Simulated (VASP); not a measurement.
**ZnO (CsCl type): single point with PBE**

ZnO (CsCl type):

```xyz
2
Lattice="2.6226 0.0000 0.0000 0.0000 2.6226 0.0000 0.0000 0.0000 2.6226" Properties=species:S:1:pos:R:3 pbc="T T T"
Zn    0.0000    0.0000    0.0000
O     1.3113    1.3113    1.3113
```

- Program: VASP 6.6.1
- Task: single point
- Functional: PBE
- Potentials or basis: VASP PAW PBE potentials, release 64 (Zn, O)
- Cutoff: 520 eV
- k mesh: 14 × 14 × 14
- Occupations: fermi-dirac, width 0.08 eV
- Spin: no spin polarisation

| Quantity | Value |
| --- | --- |
| Pressure | 15.0 GPa |
| Band gap on the k mesh | zero (bands 9 and 10 overlap by 0.45 eV) |

Levels at points of the mesh, in eV from the Fermi level:
```csv
k point,band 7,band 8,band 9,band 10,band 11,band 12
"(0.00, 0.00, 0.00)",-1.64,-1.64,-1.64,-0.72,14.22,14.22
"(0.50, 0.00, 0.00)",-4.79,-0.27,-0.27,5.17,6.81,16.02
"(0.50, 0.50, 0.00)",-5.61,-5.34,-0.49,2.60,10.37,10.37
"(0.50, 0.50, 0.50)",-1.67,-1.67,-1.67,5.30,5.30,5.30
```

Wall time 32 s on 1 thread of Intel Xeon 8259CL, with other jobs on the host, peak memory 0.15 GiB.

Caveat: the cell stands under pressure; semilocal functionals underestimate gaps, and a narrow one can read as zero.
